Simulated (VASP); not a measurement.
Here is a VASP 6.6.1 calculation.

Contents of POSCAR:

```
MgH2
1.0
    0.0000000000      2.3867900932      2.3867900932
    2.3867900932      0.0000000000      2.3867900932
    2.3867900932      2.3867900932      0.0000000000
Mg H
1 2
Direct
    0.0000000000      0.0000000000      0.0000000000
    0.7500000000      0.7500000000      0.7500000000
    0.2500000000      0.2500000000      0.2500000000
```

The input INCAR.step1:

```
  PREC = Accurate
  ENCUT = 520
  ISMEAR = 0
  SIGMA = 0.1
  LREAL = False
  LASPH = True
  NELM = 80
  NBANDS = 9
  GGA = PE
  ALGO = Normal
  EDIFF = 1E-4
  LWAVE = True
  LCHARG = False
```

File INCAR.step2:

```
  PREC = Accurate
  ENCUT = 520
  EDIFF = 1E-6
  ISMEAR = 0
  SIGMA = 0.1
  LREAL = False
  LASPH = True
  NELM = 80
  ALGO = Normal
  ISIF = 2
  LWAVE = False
  LCHARG = False
  METAGGA = R2SCAN
  LMIXTAU = True
  NBANDS = 9
  ISTART = 1
```

File KPOINTS:

```
Automatic mesh
0
Gamma
  16 16 16
```

Potentials or basis: VASP PAW PBE potentials, release 64 (Mg, H).

Launch:

```console
$ cat potpaw_PBE.64/Mg/POTCAR potpaw_PBE.64/H/POTCAR > POTCAR
$ cp INCAR.step1 INCAR
$ mpirun -np 1 vasp_std > vasp.out
$ cp INCAR.step2 INCAR
$ mpirun -np 1 vasp_std > vasp.out
```

Problem. Predict the band gap on the k mesh.

Solution. Zero (bands 2 and 3 overlap by 0.86 eV).

Problem. What does it give for the pressure?

Solution. -2.4 GPa.

Caveat: the PAW data sets were made with another functional, which shifts forces and pressure a little.
